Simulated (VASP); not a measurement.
Here is a VASP 6.6.1 calculation.

Contents of INCAR:

```
  ALGO = Normal
  EDIFF = 1E-6
  ENCUT = 520
  GGA = PS
  ISIF = 2
  ISMEAR = -1
  LASPH = True
  LCHARG = False
  LREAL = False
  LWAVE = False
  NBANDS = 21
  NELM = 100
  PREC = Accurate
  SIGMA = 0.05
```

File KPOINTS:

```
k-points
0
Gamma
  7 7 7
```

The input POSCAR:

```
Pb
1.0
    0.0000000000      3.4159188228      3.4159188228
    3.4159188228      0.0000000000      3.4159188228
    3.4159188228      3.4159188228      0.0000000000
Pb
2
Direct
    0.2500000000      0.2500000000      0.2500000000
    0.0000000000      0.0000000000      0.0000000000
```

Potentials or basis: VASP PAW PBE potentials, release 64 (Pb_d).

Run with:

```bash
$ cat potpaw_PBE.64/Pb_d/POTCAR > POTCAR
$ mpirun -np 1 vasp_std > vasp.out
```

**Question.** Estimate the band gap on the k mesh.

**Answer.** Zero (bands 14 and 15 overlap by 1.14 eV).

**Question.** What does it give for the pressure?

**Answer.** 1.1 GPa.

Caveat: the PAW data sets were made with another functional, which shifts forces and pressure a little; spin-orbit coupling is left out, which moves the levels of the heavy elements.
